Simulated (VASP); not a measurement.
Here is a VASP 6.6.1 calculation.

Contents of INCAR:

```
ALGO = Normal
EDIFF = 1E-6
ENCUT = 520
GGA = PS
ISIF = 2
ISMEAR = -1
LASPH = True
LCHARG = False
LREAL = Auto
LWAVE = False
NBANDS = 36
NELM = 100
PREC = Accurate
SIGMA = 0.05
```

Contents of KPOINTS:

```
k-points
0
Gamma
  6 6 1
```

File POSCAR:

```
LiH
1.0
    1.9899850000      1.9899850000      0.0000000000
   -1.9899850000      1.9899850000      0.0000000000
    0.0000000000      0.0000000000     30.9098600000
H Li
10 10
Direct
    0.5039890000      0.4964560000      0.2105980000
    0.5035540000      0.4970890000      0.3390590000
    0.5032120000      0.4977110000      0.4678130000
    0.5030150000      0.4977800000      0.5966120000
    0.5029670000      0.4977010000      0.7250800000
    0.0037850000      0.9966310000      0.2749370000
    0.0033540000      0.9974690000      0.4034160000
    0.0030880000      0.9978140000      0.5322220000
    0.0029970000      0.9975990000      0.6609660000
    0.0029690000      0.9977990000      0.7894220000
    0.0040660000      0.9964340000      0.2121020000
    0.0033380000      0.9967410000      0.3390360000
    0.0027970000      0.9976550000      0.4678610000
    0.0024440000      0.9979510000      0.5967240000
    0.0027170000      0.9977520000      0.7253550000
    0.5037520000      0.4965000000      0.2747090000
    0.5031310000      0.4972090000      0.4034110000
    0.5025280000      0.4978800000      0.5322920000
    0.5024140000      0.4977740000      0.6610710000
    0.5029340000      0.4978130000      0.7879420000
```

Potentials or basis: VASP PAW PBE potentials, release 64 (H, Li_sv).

The run is started by

```sh
$ cat potpaw_PBE.64/H/POTCAR potpaw_PBE.64/Li_sv/POTCAR > POTCAR
$ mpirun -np 1 vasp_std > vasp.out
```

What does it give for the band gap on the k mesh?

2.20 eV (least direct gap 2.35 eV).

What does it give for the largest force?

0.017 eV/Å.

Forces on the atoms (eV/Å):
```
H    0.000  0.000 -0.004
H    0.001 -0.001 -0.003
H    0.000 -0.001  0.004
H   -0.001 -0.001  0.010
H    0.000  0.000  0.011
H    0.000  0.000 -0.007
H    0.001 -0.001  0.000
H   -0.001 -0.001  0.007
H   -0.001 -0.001  0.011
H    0.000  0.000  0.005
Li  -0.002  0.000 -0.002
Li  -0.001  0.002  0.002
Li   0.002  0.001 -0.010
Li   0.002  0.001 -0.017
Li   0.000  0.001 -0.014
Li  -0.003  0.001  0.012
Li  -0.002  0.001  0.004
Li   0.002  0.002 -0.002
Li   0.003  0.002 -0.011
Li  -0.001 -0.001  0.003
```

Caveat: there is no dipole correction, which matters where the two faces differ; the PAW data sets were made with another functional, which shifts forces and pressure a little.
